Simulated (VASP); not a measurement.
Write the native input for VASP 6.6.1 that does the following.

```
Task                   : single point
Functional             : LDA
Potentials or basis    : VASP PAW LDA potentials, release 64 (Si)
Cutoff                 : 520 eV
k mesh                 : 26 × 26 × 6
Occupations            : gaussian, width 0.15 eV
Spin                   : no spin polarisation
Dipole correction      : no
Further INCAR settings : ALGO = Normal; EDIFF = 1e-07; NBANDS = 16
```

The structure of Si lies in POSCAR:

```
Si
1.0
   -2.6084914272      0.0000000000      0.0000000000
   -1.3042457136     -2.2590198415      0.0000000000
   -1.3041152890     -0.7529313132      9.8830448238
Si
4
Direct
   -0.2916375000     -0.2916375000      0.8750000000
   -0.0416625000     -0.0416625000      0.1250000000
   -0.1249875000     -0.1249875000      0.3750000000
   -0.2083125000     -0.2083125000      0.6250000000
```

This cell differs from its parent crystal: the part above a cut slid along it.

One way to write it, as run:

INCAR

```
SYSTEM = Si
PREC = Accurate
ENCUT = 520
EDIFF = 1E-7
ISMEAR = 0
SIGMA = 0.15
LREAL = .FALSE.
LASPH = .TRUE.
NELM = 80
ALGO = Normal
ISIF = 2
LWAVE = .FALSE.
LCHARG = .FALSE.
GGA = CA
NBANDS = 16
```

KPOINTS

```
regular mesh
0
G
  26 26 6
  0 0 0
```

Potentials or basis: VASP PAW LDA potentials, release 64 (Si).

Run with:

```sh
$ cat potpaw_LDA.64/Si/POTCAR > POTCAR
$ mpirun -np 1 vasp_std > vasp.out
```

Results of the run:

| Item | Value |
| --- | --- |
| Pressure | -0.9 GPa |
| Largest force | 0.110 eV/Å |
| Band gap on the k mesh | zero (bands 8 and 9 overlap by 10.29 eV) |

Caveat: the cell differs from its parent crystal (the part above a cut slid along it).

Run time: 28 min on 1 thread of Intel Xeon 8259CL, on a shared host, peak memory 0.72 GiB.
